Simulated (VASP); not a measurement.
# MnAlGe (P4/nmm) in VASP: a series of runs

The runs below take MnAlGe through single point, with LDA.

Program: VASP 6.6.1. These are calculated values, not measurements. Logs are shortened: lines on timing, memory, paths and dates and some standing lists are left out, and cuts for length are marked.

### Step 1. The cell of the first run

Symmetry: P4/nmm, No. 129, tetragonal system. Conventional cell: a = 3.855 Å, b = 3.855 Å, c = 5.754 Å, α = 90.00°, β = 90.00°, γ = 90.00°. Within 3.3 Å of Mn (site symmetry -4m2) lie 4 Ge at 2.48 Å and 4 Al at 2.55 Å and 4 Mn at 2.73 Å. Al (site symmetry 4mm) has 6 Ge at 2.53 to 3.22 Å and 4 Mn at 2.55 Å within 3.3 Å. Within 3.3 Å of Ge (site symmetry 4mm) lie 4 Mn at 2.48 Å and 6 Al at 2.53 to 3.22 Å.

### Step 2. Single point, LDA, collinear spin, ferromagnetic start (14.25 Å³/atom)

Contents of INCAR:

```
PREC     = Accurate       # precision mode
ENCUT    = 500            # plane-wave cutoff, eV
EDIFF    = 1E-6           # SCF threshold, eV
ISMEAR   = 0              # smearing method
SIGMA    = 0.05           # smearing width, eV
LREAL    = F              # projectors in reciprocal space
LASPH    = T              # aspherical terms in the spheres
NELM     = 200            # most SCF steps
ALGO     = Normal         # electronic algorithm
ISIF     = 2              # what is computed and relaxed
LWAVE    = F              # write WAVECAR
LCHARG   = F              # write CHGCAR
ISPIN    = 2              # spin polarisation
MAGMOM   = 1.69 1.69 0 0 0 0 # initial moments
LORBIT   = 11             # projections on sites
LMAXMIX  = 4              # l up to which the mixer works
NBANDS   = 43             # bands
GGA_COMPAT= F
```

Contents of KPOINTS:

```
Automatic mesh
0
Gamma
  10 10 8
```

Contents of POSCAR:

```
MnAlGe
1.0
    3.8551022540      0.0000000000      0.0000000000
    0.0000000000      3.8551022540      0.0000000000
    0.0000000000      0.0000000000      5.7536765035
Mn Al Ge
2 2 2
Direct
    0.0000000000      0.0000000000      0.0000000000
    0.5000000000      0.5000000000      0.0000000000
    0.5000000000      0.0000000000      0.7094048241
    0.0000000000      0.5000000000      0.2905951759
    0.5000000000      0.0000000000      0.2698886302
    0.0000000000      0.5000000000      0.7301113698
```

Potentials or basis: VASP PAW LDA potentials, release 64 (Mn_pv, Al, Ge_d).

Started as:

```sh
cat potpaw_LDA.64/Mn_pv/POTCAR potpaw_LDA.64/Al/POTCAR potpaw_LDA.64/Ge_d/POTCAR > POTCAR
mpirun -np 1 vasp_std > vasp.out
```

OUTCAR:

```text
PREC = Accurate
   ENCUT = 500
   EDIFF = 1E-6
   ISMEAR = 0
   LREAL = F
   LASPH = T
   NELM = 200
   ISIF = 2
   ISPIN = 2
   LORBIT = 11

 ion  position               nearest neighbor table
   1  0.000  0.000  0.000-   5 2.48   6 2.48   6 2.48   5 2.48   4 2.55   3 2.55   3 2.55   4 2.55
                             2 2.73   2 2.73   2 2.73   2 2.73
   2  0.500  0.500  0.000-   5 2.48   6 2.48   5 2.48   6 2.48   3 2.55   3 2.55   4 2.55   4 2.55
                             1 2.73   1 2.73   1 2.73   1 2.73
   3  0.500  0.000  0.709-   5 2.53   2 2.55   1 2.55   2 2.55   1 2.55   6 2.73   6 2.73   6 2.73
                             6 2.73
   4  0.000  0.500  0.291-   6 2.53   2 2.55   1 2.55   1 2.55   2 2.55   5 2.73   5 2.73   5 2.73
                             5 2.73
   5  0.500  0.000  0.270-   1 2.48   2 2.48   2 2.48   1 2.48   3 2.53   4 2.73   4 2.73   4 2.73
                             4 2.73
   6  0.000  0.500  0.730-   1 2.48   2 2.48   1 2.48   2 2.48   4 2.53   3 2.73   3 2.73   3 2.73
                             3 2.73

  LATTYP: Found a simple tetragonal cell.
 ALAT       =     3.8551022540
 C/A-ratio  =     1.4924834996

  Lattice vectors:

 A1 = (   3.8551022540,   0.0000000000,   0.0000000000)
 A2 = (   0.0000000000,   3.8551022540,   0.0000000000)
 A3 = (   0.0000000000,   0.0000000000,   5.7536765035)

Analysis of symmetry for initial positions (statically):
=====================================================================
 Subroutine PRICEL returns:
 Original cell was already a primitive cell.

 Routine SETGRP: Setting up the symmetry group for a
 simple tetragonal supercell.

 Subroutine GETGRP returns: Found 16 space group operations
 (whereof  8 operations were pure point group operations)
 out of a pool of 16 trial point group operations.

The static configuration has the point symmetry D_2d.
 The point group associated with its full space group is D_4h.

Analysis of symmetry for dynamics (positions and initial velocities):
=====================================================================
 Subroutine PRICEL returns:
 Original cell was already a primitive cell.

 Routine SETGRP: Setting up the symmetry group for a
 simple tetragonal supercell.

 Subroutine GETGRP returns: Found 16 space group operations
 (whereof  8 operations were pure point group operations)
 out of a pool of 16 trial point group operations.

The dynamic configuration has the point symmetry D_2d.
 The point group associated with its full space group is D_4h.

Analysis of structural, dynamic, and magnetic symmetry:
=====================================================================
 Subroutine PRICEL returns:
 Original cell was already a primitive cell.

 Routine SETGRP: Setting up the symmetry group for a
 simple tetragonal supercell.

 Subroutine GETGRP returns: Found 16 space group operations
 (whereof  8 operations were pure point group operations)
 out of a pool of 16 trial point group operations.

The overall configuration has the point symmetry D_2d.
 The point group associated with its full space group is D_4h.

 Subroutine INISYM returns: Found 16 space group operations
 (whereof  8 operations are pure point group operations),
 and found     1 'primitive' translations

----------------------------------------------------------------------------------------

                                     Primitive cell

  volume of cell :      85.5101

  direct lattice vectors                    reciprocal lattice vectors
     3.855102254  0.000000000  0.000000000     0.259396492  0.000000000  0.000000000
     0.000000000  3.855102254  0.000000000     0.000000000  0.259396492  0.000000000
     0.000000000  0.000000000  5.753676504     0.000000000  0.000000000  0.173801916

  length of vectors
     3.855102254  3.855102254  5.753676504     0.259396492  0.259396492  0.173801916

  position of ions in fractional coordinates (direct lattice)
     0.000000000  0.000000000  0.000000000
     0.500000000  0.500000000  0.000000000
     0.500000000  0.000000000  0.709404824
     0.000000000  0.500000000  0.290595176
     0.500000000  0.000000000  0.269888630
     0.000000000  0.500000000  0.730111370

  ion indices of the primitive-cell ions
   primitive index   ion index
                 1           1
                 2           2
                 3           3
[... 58 lines left out ...]
   number of dos      NEDOS =    301   number of ions     NIONS =      6
   total plane-waves  NPLWV =  32928
   dimension x,y,z NGX =    28 NGY =   28 NGZ =   42
   dimension x,y,z NGXF=    56 NGYF=   56 NGZF=   84
   ions per type =               2   2   2
   NGX,Y,Z   is equivalent  to a cutoff of  12.07, 12.07, 12.14 a.u.
   NGXF,Y,Z  is equivalent  to a cutoff of  24.15, 24.15, 24.27 a.u.
 SYSTEM =  unknown system
   PREC   = accura    normal or accurate (medium, high low for compatibility)
   ISTART =      0    job   : 0-new  1-cont  2-samecut
   ICHARG =      2    charge: 1-file 2-atom 10-const
   ISPIN  =      2    spin polarized calculation?
   LNONCOLLINEAR =      F non collinear calculations
   LSORBIT =      F    spin-orbit coupling
   LASPH  =      T    aspherical Exc in radial PAW
   ENCUT  =  500.0 eV  36.75 Ry    6.06 a.u.   7.03  7.03 10.49*2*pi/ulx,y,z
   NELM   =    200;   NELMIN=  2; NELMDL= -5     # of ELM steps
   EDIFF  = 0.1E-05   stopping-criterion for ELM
   LREAL  =      F    real-space projection
   EDIFFG = 0.1E-04   stopping-criterion for IOM
   NSW    =      0    number of steps for IOM
   IBRION =     -1    ionic relax: 0-MD 1-quasi-New 2-CG
   NFREE  =      0    steps in history (QN), initial steepest desc. (CG)
   ISIF   =      2    stress and relaxation
   ISYM   =      2    0-nonsym 1-usesym 2-fastsym
   POTIM  = 0.5000    time-step for ionic-motion
   TEBEG  =    0.0;   TEEND  =   0.0 temperature during run
   PSTRESS=    0.0 pullay stress
   NELECT =      60.0000    total number of electrons
   NUPDOWN=      -1.0000    fix difference up-down
   EMIN   =  10.00;   EMAX   =-10.00  energy-range for DOS
   EFERMI =   0.00;   METHOD = LEGACY
   ISMEAR =     0;   SIGMA  =   0.05  broadening in eV -4-tet -1-fermi 0-gaus
   EFERMI_NEDOS =   21; number of points for ismear=-14 and -15
   IALGO  =     38    algorithm
   IMIX   =      4    mixing-type and parameters
     AMIX     =   0.40;   BMIX     =  1.00
     AMIX_MAG =   1.60;   BMIX_MAG =  1.00
  volume/ion in A,a.u.               =      14.25        96.18
  Fermi-wavevector in a.u.,A,eV,Ry     =   1.454743  2.749065 28.793685  2.116276
  Thomas-Fermi vector in A             =   2.571858
   LORBIT       =     11    0 simple, 1 ext, 2 COOP (PROOUT), +10 PAW based schemes
   GGA     = CA    functional components
   LHFCALC =     F    Hartree Fock is set to
   AEXX    =    0.0000 exact exchange contribution
   IVDW    =     0    specifies the selected vdW correction
   LEPSILON=     F    determine dielectric tensor
   LRPA    =     F    only Hartree local field effects (RPA)
 spin polarized calculation
 Gauss-broadening in eV      SIGMA  =   0.05
  energy-cutoff  :      500.00
  volume of cell :       85.51
 maximum number of plane-waves:      2204
   NGX = 15   NGY = 15   NGZ = 21

 number of electron      59.9999987 magnetization       3.1165199

 Free energy of the ion-electron system (eV)
  ---------------------------------------------------
  ext. energy  EPLUGINS =         0.00000000
  ---------------------------------------------------
  free energy    TOTEN  =       -40.24764857 eV

  energy without entropy =      -40.23977959  energy(sigma->0) =      -40.24371408

 E-fermi :   8.6000     XC(G=0): -12.0848

 val. band max:        8.5990133826   @ k =   0.4000   0.0000   0.3750
 cond. band min:       8.6008987994   @ k =   0.4000   0.0000   0.5000
 fundamental gap:      0.0018854167
 Fermi energy:         8.5999798381

 spin component 1

 k-point     1 :       0.0000    0.0000    0.0000
  band No.  band energies     occupation
      1     -39.5997      1.00000
      2     -39.5997      1.00000
      3     -39.4502      1.00000
      4     -39.4502      1.00000
      5     -39.4244      1.00000
      6     -39.3870      1.00000
[... 1069 lines left out ...]
     41      14.4741      0.00000
     42      15.3685      0.00000

 [... further k-points ...]

 spin component 2

 k-point     1 :       0.0000    0.0000    0.0000
  band No.  band energies     occupation
      1     -38.0936      1.00000
      2     -38.0936      1.00000
      3     -37.9760      1.00000
      4     -37.9355      1.00000
      5     -37.9333      1.00000
      6     -37.9333      1.00000
[... 1069 lines left out ...]
     41      14.7705      0.00000
     42      15.7566      0.00000

 [... further k-points ...]

 [bands above 42 left out]

------------------------ aborting loop because EDIFF is reached ----------------------------------------

  FORCE on cell =-STRESS in cart. coord.  units (eV):
  Direction    XX          YY          ZZ          XY          YZ          ZX
  --------------------------------------------------------------------------------------
  -------------------------------------------------------------------------------------
  Total       -1.4499320     -1.4499320     -1.5996164      0.0000000      0.0000000     -0.0000000
  in kB      -27.1669560    -27.1669560    -29.9715486      0.0000000      0.0000000     -0.0000000
  external PRESSURE =     -28.1018202 kB  Pullay stress =       0.0000000 kB

 VOLUME and BASIS-vectors are now :
 -----------------------------------------------------------------------------
  energy-cutoff  :      500.00
  volume of cell :       85.51
      direct lattice vectors                 reciprocal lattice vectors
     3.855102254  0.000000000  0.000000000     0.259396492  0.000000000  0.000000000
     0.000000000  3.855102254  0.000000000     0.000000000  0.259396492  0.000000000
     0.000000000  0.000000000  5.753676504     0.000000000  0.000000000  0.173801916

 POSITION                                       TOTAL-FORCE (eV/Angst)
 -----------------------------------------------------------------------------------
      0.00000      0.00000      0.00000         0.000000      0.000000      0.000000
      1.92755      1.92755      0.00000        -0.000000     -0.000000      0.000000
      1.92755      0.00000      4.08169         0.000000     -0.000000      0.024676
      0.00000      1.92755      1.67199         0.000000      0.000000     -0.024676
      1.92755      0.00000      1.55285         0.000000      0.000000     -0.032461
      0.00000      1.92755      4.20082        -0.000000      0.000000      0.032461
 -----------------------------------------------------------------------------------
    total drift:                                0.000000      0.000000      0.000000

  FREE ENERGIE OF THE ION-ELECTRON SYSTEM (eV)
  ---------------------------------------------------
  free  energy   TOTEN  =       -40.2476485668 eV

  energy  without entropy=      -40.2397795909  energy(sigma->0) =      -40.24371408

 total charge

# of ion       s       p       d       tot
------------------------------------------
    1        0.326   6.340   5.293  11.959
    2        0.326   6.340   5.293  11.959
    3        0.424   0.385   0.000   0.808
    4        0.424   0.385   0.000   0.808
    5        1.120   1.357  10.073  12.549
    6        1.120   1.357  10.073  12.549
--------------------------------------------------
tot          3.740  16.162  30.731  50.632

 magnetization (x)

# of ion       s       p       d       tot
------------------------------------------
    1        0.007   0.018   1.524   1.549
    2        0.007   0.018   1.524   1.549
    3       -0.007  -0.002   0.000  -0.009
    4       -0.007  -0.002   0.000  -0.009
    5       -0.005  -0.041   0.009  -0.037
    6       -0.005  -0.041   0.009  -0.037
--------------------------------------------------
tot         -0.010  -0.049   3.065   3.006
```

Wall time 6.2 min (1 thread of AMD EPYC 9R45 (Zen 5), shared host); peak memory 0.52 GiB.

Results:

```yaml
Free_energy: -40.2476 eV
Pressure: -2.8 GPa
Largest_force: 0.032 eV/Å
Net_moment: 3.12 μB per cell
Site_moments: Mn +1.55; Al -0.01; Ge -0.04 μB
Valence_electrons_inside_the_program's_atomic_spheres: Mn 11.96; Al 0.81; Ge 12.55
```

Forces in eV/Å, atoms in the order of the input:
```
Mn   0.000  0.000  0.000
Mn   0.000  0.000  0.000
Al   0.000  0.000  0.025
Al   0.000  0.000 -0.025
Ge   0.000  0.000 -0.032
Ge   0.000  0.000  0.032
```

### Step 3. Single point, LDA, collinear spin, ferromagnetic start (14.53 Å³/atom)

This run uses another cell than the first one, of 14.53 Å³/atom.

Contents of INCAR:

```
SYSTEM = MnAlGe
PREC = Accurate
ENCUT = 500
EDIFF = 1E-6
ISMEAR = 0
SIGMA = 0.05
LREAL = .FALSE.
LASPH = .TRUE.
NELM = 200
ALGO = Normal
ISIF = 2
LWAVE = .FALSE.
LCHARG = .FALSE.
ISPIN = 2
MAGMOM = 1.7 1.7 0 0 0 0
LORBIT = 11
LMAXMIX = 4
NBANDS = 43
GGA_COMPAT = .FALSE.
KPAR = 4
```

Contents of KPOINTS:

```
Automatic mesh
0
G
  10 10 8
  0 0 0
```

Contents of POSCAR:

```
MnAlGe
1.0
    3.8827032896      0.0000000000      0.0000000000
    0.0000000000      3.8827032896      0.0000000000
    0.0000000000      0.0000000000      5.7833836696
Mn Al Ge
2 2 2
Direct
    0.0000000000      0.0000000000      0.0000000000
    0.5000000000      0.5000000000      0.0000000000
    0.5000000000      0.0000000000      0.7100524610
    0.0000000000      0.5000000000      0.2899475390
    0.5000000000      0.0000000000      0.2691277081
    0.0000000000      0.5000000000      0.7308722919
```

Potentials or basis: VASP PAW LDA potentials, release 64 (Mn_pv, Al, Ge_d).

Started as:

```sh
cat potpaw_LDA.64/Mn_pv/POTCAR potpaw_LDA.64/Al/POTCAR potpaw_LDA.64/Ge_d/POTCAR > POTCAR
mpirun -np 4 vasp_std > vasp.out
```

It took 3.4 min on 4 MPI ranks of Intel Xeon Platinum 8375C at 2.90GHz (Ice Lake), shared host; peak memory 0.56 GiB.

The run converged. Its results:

```yaml
Free_energy: -40.2076 eV
Pressure: -5.3 GPa
Largest_force: 0.031 eV/Å
Net_moment: 3.13 μB per cell
Site_moments: Mn +1.56; Al -0.01; Ge -0.04 μB
Valence_electrons_inside_the_program's_atomic_spheres: Mn 11.93; Al 0.80; Ge 12.52
```

Forces in eV/Å, atoms in the order of the input:
```
Mn   0.000  0.000  0.000
Mn   0.000  0.000  0.000
Al   0.000  0.000  0.023
Al   0.000  0.000 -0.023
Ge   0.000  0.000 -0.031
Ge   0.000  0.000  0.031
```

Stress tensor (GPa, compression positive):
```
-5.20  0.00  0.00
 0.00 -5.20  0.00
 0.00  0.00 -5.45
```

Levels at points of the mesh, in eV from the Fermi level:
Spin up:
```tsv
k point	band 30	band 31	band 32	band 33	band 34	band 35
(0.00, 0.00, 0.00)	-1.04	-0.38	0.64	0.98	3.15	3.15
(0.50, 0.00, 0.00)	-1.18	-0.55	-0.55	1.18	1.18	3.05
(0.50, 0.50, 0.00)	-1.43	-0.76	-0.76	0.33	0.33	1.26
(0.00, 0.00, 0.50)	-0.98	-0.38	0.64	0.94	0.94	2.19
(0.50, 0.00, 0.50)	-1.27	0.85	0.85	1.86	1.86	2.75
(0.50, 0.50, 0.50)	-1.45	-0.76	-0.76	1.05	1.05	3.12
```
Spin down:
```tsv
k point	band 26	band 27	band 28	band 29	band 30	band 31
(0.00, 0.00, 0.00)	-1.20	-0.72	-0.64	0.28	0.28	1.00
(0.50, 0.00, 0.00)	-1.20	-0.98	-0.98	0.01	0.01	0.54
(0.50, 0.50, 0.00)	-2.66	-1.66	-1.66	0.05	0.05	0.66
(0.00, 0.00, 0.50)	-1.53	-1.53	-0.43	0.28	0.28	1.30
(0.50, 0.00, 0.50)	-1.42	-1.26	-1.26	-0.04	-0.04	1.24
(0.50, 0.50, 0.50)	-1.97	-1.21	-1.21	0.04	0.04	0.65
```

Caveat: the cell stands under tension.
